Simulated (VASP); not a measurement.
## Cs: single point with PBEsol

The system is Cs.

```
Cs
1.0
    -3.01155    3.01155    3.01155
     3.01155   -3.01155    3.01155
     3.01155    3.01155   -3.01155
Cs
1
Direct
  0.00000 0.00000 0.00000
```

| Property | Result |
| --- | --- |
| Program | VASP 6.6.1 |
| Task | single point |
| Functional | PBEsol |
| Potentials or basis | VASP PAW PBE potentials, release 64 (Cs_sv) |
| Cutoff | 520 eV |
| k mesh | 6 × 6 × 6 |
| Occupations | fermi-dirac, width 0.05 eV |
| Spin | no spin polarisation |

```yaml
Pressure: 0.0 GPa
```

Levels at points of the mesh, in eV from the Fermi level:
```csv
k point,band 1,band 2,band 3,band 4,band 5,band 6,band 7,band 8,band 9
"(0.00, 0.00, 0.00)",-23.82,-10.53,-10.53,-10.53,-1.74,2.53,2.53,2.53,3.44
"(0.50, 0.00, 0.00)",-23.81,-10.69,-10.58,-10.53,0.01,0.93,1.64,3.28,3.92
"(0.50, 0.50, 0.50)",-23.80,-10.65,-10.65,-10.65,0.61,0.61,3.13,3.13,3.13
```

Wall time 22 s on 1 thread of Intel(R) Xeon(R) Platinum 8375C CPU @ 2.90GHz (Ice Lake) (shared host), peak memory 0.22 GiB.

Caveat: the PAW data sets were made with another functional, which shifts forces and pressure a little; spin-orbit coupling is left out, which moves the levels of the heavy elements.
